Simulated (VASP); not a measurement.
# Sb (I4/mcm) in VASP: single point with PBE

Aim: the single point of Sb with PBE.

Everything below comes from runs of VASP 6.6.1. Logs are shortened: lines on timing, memory, paths and dates and some standing lists are left out, and cuts for length are marked.

## (1) The cell of the first run

Symmetry: I4/mcm, No. 140, tetragonal system. Conventional cell: a = 8.060 Å, b = 8.060 Å, c = 4.051 Å, α = 90.00°, β = 90.00°, γ = 90.00°. Sb (site symmetry m2m) has 9 Sb at 3.03 to 4.05 Å within 4.1 Å.

## (2) Single point, PBE

File INCAR:

```
SYSTEM = Sb
PREC = Accurate
ENCUT = 500
EDIFF = 1E-6
ISMEAR = 0
SIGMA = 0.01
LREAL = .FALSE.
LASPH = .TRUE.
NELM = 120
ALGO = Normal
ISIF = 2
LWAVE = .FALSE.
LCHARG = .FALSE.
GGA = PE
NBANDS = 18
ISYM = 0
GGA_COMPAT = .FALSE.
```

File KPOINTS:

```
Automatic mesh
0
G
  3 3 2
  0 0 0
```

File POSCAR:

```
Sb
1.0
   -4.0300106443      4.0300106443      2.0254867038
    4.0300106443     -4.0300106443      2.0254867038
    4.0300106443      4.0300106443     -2.0254867038
Sb
4
Direct
    0.6512630600      0.1512630600      0.8025261200
    0.1512630600      0.3487369400      0.5000000000
    0.3487369400      0.8487369400      0.1974738800
    0.8487369400      0.6512630600      0.5000000000
```

Potentials or basis: VASP PAW PBE potentials, release 64 (Sb).

Launch:

```bash
> cat potpaw_PBE.64/Sb/POTCAR > POTCAR
> mpirun -np 1 vasp_std > vasp.out
```

OUTCAR:

```text
SYSTEM = Sb
   PREC = Accurate
   ENCUT = 500
   EDIFF = 1E-6
   ISMEAR = 0
   LREAL = .FALSE.
   LASPH = .TRUE.
   NELM = 120
   ISIF = 2
   GGA = PE
   ISYM = 0

 ion  position               nearest neighbor table
   1  0.651  0.151  0.803-   3 3.03   3 3.03   2 3.17   4 3.17   2 3.17   4 3.17   3 3.45
   2  0.151  0.349  0.500-   4 3.03   4 3.03   1 3.17   3 3.17   1 3.17   3 3.17   4 3.45
   3  0.349  0.849  0.197-   1 3.03   1 3.03   2 3.17   4 3.17   4 3.17   2 3.17   1 3.45
   4  0.849  0.651  0.500-   2 3.03   2 3.03   1 3.17   3 3.17   3 3.17   1 3.17   2 3.45

IMPORTANT INFORMATION: All symmetrisations will be switched off!
NOSYMM: (Re-)initialisation of all symmetry stuff for point group C_1.

----------------------------------------------------------------------------------------

                                     Primitive cell

  volume of cell :     131.5836

  direct lattice vectors                    reciprocal lattice vectors
    -4.030010644  4.030010644  2.025486704     0.000000000  0.124069151  0.246854249
     4.030010644 -4.030010644  2.025486704     0.124069151  0.000000000  0.246854249
     4.030010644  4.030010644 -2.025486704     0.124069151  0.124069151  0.000000000

  length of vectors
     6.048517833  6.048517833  6.048517833     0.276279161  0.276279161  0.175460276

  position of ions in fractional coordinates (direct lattice)
     0.651263060  0.151263060  0.802526120
     0.151263060  0.348736940  0.500000000
     0.348736940  0.848736940  0.197473880
     0.848736940  0.651263060  0.500000000

  ion indices of the primitive-cell ions
   primitive index   ion index
                 1           1
                 2           2
                 3           3
                 4           4

----------------------------------------------------------------------------------------

 KPOINTS: Automatic mesh

Automatic generation of k-mesh.
 Grid dimensions read from file:
 generate k-points for:    3    3    2

 Generating k-lattice:

  Cartesian coordinates                     Fractional coordinates (reciprocal lattice)
     0.000000000  0.041356384  0.082284750     0.333333333  0.000000000 -0.000000000
     0.041356384  0.000000000  0.082284750     0.000000000  0.333333333 -0.000000000
     0.062034576  0.062034576  0.000000000     0.000000000  0.000000000  0.500000000

  Length of vectors
     0.092093054  0.092093054  0.087730138

  Shift w.r.t. Gamma in fractional coordinates (k-lattice)
     0.000000000  0.000000000  0.000000000

 -----------------------------------------------------------------------------
|                                                                             |
|           W    W    AA    RRRRR   N    N  II  N    N   GGGG   !!!           |
|           W    W   A  A   R    R  NN   N  II  NN   N  G    G  !!!           |
|           W    W  A    A  R    R  N N  N  II  N N  N  G       !!!           |
|           W WW W  AAAAAA  RRRRR   N  N N  II  N  N N  G  GGG   !            |
|           WW  WW  A    A  R   R   N   NN  II  N   NN  G    G                |
|           W    W  A    A  R    R  N    N  II  N    N   GGGG   !!!           |
|                                                                             |
|     Your reciprocal lattice and k-lattice belong to different lattice       |
|     classes:                                                                |
|                                                                             |
|        The reciprocal lattice is body-centered tetragonal,                  |
|        whereas your k-lattice is base-centered monoclinic.                  |
|                                                                             |
|     Results are often still useful ...                                      |
|                                                                             |
 -----------------------------------------------------------------------------

 WARNING: IBZKPT: internal override: KBLOWUP is changed to .FALSE.
      ... skipping the blow-up phase ...

 Subroutine IBZKPT returns following result:
 ===========================================

 Found     10 irreducible k-points:

 Following reciprocal coordinates:
            Coordinates               Weight
  0.000000  0.000000  0.000000      1.000000
  0.333333 -0.000000 -0.000000      2.000000
 -0.000000  0.333333 -0.000000      2.000000
  0.333333  0.333333 -0.000000      2.000000
 -0.333333  0.333333  0.000000      2.000000
  0.000000  0.000000  0.500000      1.000000
  0.333333  0.000000  0.500000      2.000000
  0.000000  0.333333  0.500000      2.000000
  0.333333  0.333333  0.500000      2.000000
 -0.333333  0.333333  0.500000      2.000000
   k-points           NKPTS =     10   k-points in BZ     NKDIM =     10   number of bands    NBANDS=     18
   number of dos      NEDOS =    301   number of ions     NIONS =      4
   total plane-waves  NPLWV = 110592
   dimension x,y,z NGX =    48 NGY =   48 NGZ =   48
   dimension x,y,z NGXF=    96 NGYF=   96 NGZF=   96
   ions per type =               4
   NGX,Y,Z   is equivalent  to a cutoff of  13.19, 13.19, 13.19 a.u.
   NGXF,Y,Z  is equivalent  to a cutoff of  26.39, 26.39, 26.39 a.u.
 SYSTEM =  Sb
   PREC   = accura    normal or accurate (medium, high low for compatibility)
   ISTART =      0    job   : 0-new  1-cont  2-samecut
   ICHARG =      2    charge: 1-file 2-atom 10-const
   ISPIN  =      1    spin polarized calculation?
   LNONCOLLINEAR =      F non collinear calculations
   LSORBIT =      F    spin-orbit coupling
   LASPH  =      T    aspherical Exc in radial PAW
   ENCUT  =  500.0 eV  36.75 Ry    6.06 a.u.  11.03 11.03 11.03*2*pi/ulx,y,z
   NELM   =    120;   NELMIN=  2; NELMDL= -5     # of ELM steps
   EDIFF  = 0.1E-05   stopping-criterion for ELM
   LREAL  =      F    real-space projection
   EDIFFG = 0.1E-04   stopping-criterion for IOM
   NSW    =      0    number of steps for IOM
   IBRION =     -1    ionic relax: 0-MD 1-quasi-New 2-CG
   NFREE  =      0    steps in history (QN), initial steepest desc. (CG)
   ISIF   =      2    stress and relaxation
   ISYM   =      0    0-nonsym 1-usesym 2-fastsym
   POTIM  = 0.5000    time-step for ionic-motion
   TEBEG  =    0.0;   TEEND  =   0.0 temperature during run
   PSTRESS=    0.0 pullay stress
   NELECT =      20.0000    total number of electrons
   NUPDOWN=      -1.0000    fix difference up-down
   EMIN   =  10.00;   EMAX   =-10.00  energy-range for DOS
   EFERMI =   0.00;   METHOD = LEGACY
   ISMEAR =     0;   SIGMA  =   0.01  broadening in eV -4-tet -1-fermi 0-gaus
   EFERMI_NEDOS =   21; number of points for ismear=-14 and -15
   IALGO  =     38    algorithm
   IMIX   =      4    mixing-type and parameters
     AMIX     =   0.40;   BMIX     =  1.00
     AMIX_MAG =   1.60;   BMIX_MAG =  1.00
  volume/ion in A,a.u.               =      32.90       221.99
  Fermi-wavevector in a.u.,A,eV,Ry     =   0.873677  1.651010 10.385484  0.763312
  Thomas-Fermi vector in A             =   1.993101
   LORBIT       =      0    0 simple, 1 ext, 2 COOP (PROOUT), +10 PAW based schemes
   GGA     = PE    functional components
   LHFCALC =     F    Hartree Fock is set to
   AEXX    =    0.0000 exact exchange contribution
   IVDW    =     0    specifies the selected vdW correction
   LEPSILON=     F    determine dielectric tensor
   LRPA    =     F    only Hartree local field effects (RPA)
 non-spin polarized calculation
 Gauss-broadening in eV      SIGMA  =   0.01
  energy-cutoff  :      500.00
  volume of cell :      131.58
 maximum number of plane-waves:      3364
 NGX is ok and might be reduce to    48
   NGX = 23   NGY = 23   NGZ = 23

 number of electron      20.0000002 magnetization

 Free energy of the ion-electron system (eV)
  ---------------------------------------------------
  ext. energy  EPLUGINS =         0.00000000
  ---------------------------------------------------
  free energy    TOTEN  =       -15.24827712 eV

  energy without entropy =      -15.24598133  energy(sigma->0) =      -15.24712922

 E-fermi :   6.3039     XC(G=0):  -9.0042

 val. band max:        6.3036985703   @ k =   0.3333  -0.0000  -0.0000
 cond. band min:       6.3147935626   @ k =  -0.3333   0.3333   0.5000
 fundamental gap:      0.0110949923
 Fermi energy:         6.3039078205

 k-point     1 :       0.0000    0.0000    0.0000
  band No.  band energies     occupation
      1      -6.3944      2.00000
      2      -3.0487      2.00000
      3      -1.8247      2.00000
      4      -1.7885      2.00000
      5       1.3289      2.00000
      6       4.5328      2.00000
[... 10 lines left out ...]
     17      11.8255      0.00000
     18      12.7878      0.00000

 k-point     2 :       0.3333   -0.0000   -0.0000
  band No.  band energies     occupation
      1      -5.1886      2.00000
      2      -2.9645      2.00000
      3      -2.0984      2.00000
      4      -1.9909      2.00000
      5       1.4798      2.00000
      6       1.6446      2.00000
[... 10 lines left out ...]
     17      11.4236      0.00000
     18      12.9286      0.00000

 k-point     3 :      -0.0000    0.3333   -0.0000
  band No.  band energies     occupation
      1      -5.1886      2.00000
      2      -2.9645      2.00000
      3      -2.0984      2.00000
      4      -1.9909      2.00000
      5       1.4798      2.00000
      6       1.6446      2.00000
[... 10 lines left out ...]
     17      11.4236      0.00000
     18      12.9548      0.00000

 k-point     4 :       0.3333    0.3333   -0.0000
  band No.  band energies     occupation
      1      -4.7107      2.00000
      2      -3.6958      2.00000
      3      -2.4211      2.00000
      4      -2.0781      2.00000
      5       1.3883      2.00000
      6       2.7364      2.00000
[... 10 lines left out ...]
     17      12.4863      0.00000
     18      12.5126      0.00000

 k-point     5 :      -0.3333    0.3333    0.0000
  band No.  band energies     occupation
      1      -6.0264      2.00000
      2      -4.2369      2.00000
      3      -1.6946      2.00000
      4      -1.4156      2.00000
      5       2.7386      2.00000
      6       3.2206      2.00000
[... 10 lines left out ...]
     17      10.3597      0.00000
     18      11.4441      0.00000

 k-point     6 :       0.0000    0.0000    0.5000
  band No.  band energies     occupation
      1      -5.8664      2.00000
      2      -4.5170      2.00000
      3      -1.7020      2.00000
      4      -1.4200      2.00000
      5       3.0259      2.00000
      6       3.6297      2.00000
[... 10 lines left out ...]
     17      10.6056      0.00000
     18      10.8780      0.00000

 k-point     7 :       0.3333    0.0000    0.5000
  band No.  band energies     occupation
      1      -4.9429      2.00000
      2      -3.3150      2.00000
      3      -2.3470      2.00000
      4      -2.0995      2.00000
      5       1.3584      2.00000
      6       2.4573      2.00000
[... 10 lines left out ...]
     17      11.8222      0.00000
     18      12.7180      0.00000

 k-point     8 :       0.0000    0.3333    0.5000
  band No.  band energies     occupation
      1      -4.9429      2.00000
      2      -3.3150      2.00000
      3      -2.3470      2.00000
      4      -2.0995      2.00000
      5       1.3584      2.00000
      6       2.4573      2.00000
[... 10 lines left out ...]
     17      11.8222      0.00000
     18      12.7180      0.00000

 k-point     9 :       0.3333    0.3333    0.5000
  band No.  band energies     occupation
      1      -4.3698      2.00000
      2      -3.6711      2.00000
      3      -2.9975      2.00000
      4      -2.3737      2.00000
      5       1.8567      2.00000
      6       3.0540      2.00000
[... 10 lines left out ...]
     17      12.1154      0.00000
     18      12.4980      0.00000

 k-point    10 :      -0.3333    0.3333    0.5000
  band No.  band energies     occupation
      1      -5.3697      2.00000
      2      -4.4714      2.00000
      3      -3.8484      2.00000
      4       0.5867      2.00000
      5       2.0163      2.00000
      6       3.3463      2.00000
[... 10 lines left out ...]
     17      10.1108      0.00000
     18      11.0953      0.00000

------------------------ aborting loop because EDIFF is reached ----------------------------------------

  FORCE on cell =-STRESS in cart. coord.  units (eV):
  Direction    XX          YY          ZZ          XY          YZ          ZX
  --------------------------------------------------------------------------------------
  -------------------------------------------------------------------------------------
  Total        0.6099550      0.6099297      3.8147729      0.6515209     -2.5067468     -2.5067349
  in kB        7.4268829      7.4265756     46.4491207      7.9329946    -30.5224425    -30.5222972
  external PRESSURE =      20.4341931 kB  Pullay stress =       0.0000000 kB

 VOLUME and BASIS-vectors are now :
 -----------------------------------------------------------------------------
  energy-cutoff  :      500.00
  volume of cell :      131.58
      direct lattice vectors                 reciprocal lattice vectors
    -4.030010644  4.030010644  2.025486704     0.000000000  0.124069151  0.246854249
     4.030010644 -4.030010644  2.025486704     0.124069151  0.000000000  0.246854249
     4.030010644  4.030010644 -2.025486704     0.124069151  0.124069151  0.000000000

 POSITION                                       TOTAL-FORCE (eV/Angst)
 -----------------------------------------------------------------------------------
      1.21918      5.24919     -0.00000         0.224476      0.224475     -0.005883
      2.81083      1.21918      0.00000         0.304830     -0.304827      0.000004
      2.81083     -1.21918      2.02549        -0.224476     -0.224476      0.005883
      1.21918      2.81083      2.02549        -0.304829      0.304827     -0.000004
 -----------------------------------------------------------------------------------
    total drift:                               -0.000002     -0.000002     -0.000001

  FREE ENERGIE OF THE ION-ELECTRON SYSTEM (eV)
  ---------------------------------------------------
  free  energy   TOTEN  =       -15.2482771164 eV

  energy  without entropy=      -15.2459813254  energy(sigma->0) =      -15.24712922
```

Run time: 47 s. Hardware: 1 thread of AMD EPYC 7R43 (Zen 3), shared host; peak memory 0.26 GiB.

Results:

* Free energy: -15.2483 eV
* Pressure: 2.0 GPa
* Largest force: 0.431 eV/Å
* Band gap on the k mesh: zero (bands 10 and 11 overlap by 1.18 eV)

Forces on the atoms (eV/Å):
```
Sb   0.224  0.224 -0.006
Sb   0.305 -0.305  0.000
Sb  -0.224 -0.224  0.006
Sb  -0.305  0.305  0.000
```

Caveat: the k points lie up to 0.58 Å⁻¹ apart, too coarse for converged energies and pressures of a metal; spin-orbit coupling is left out, which moves the levels of the heavy elements.
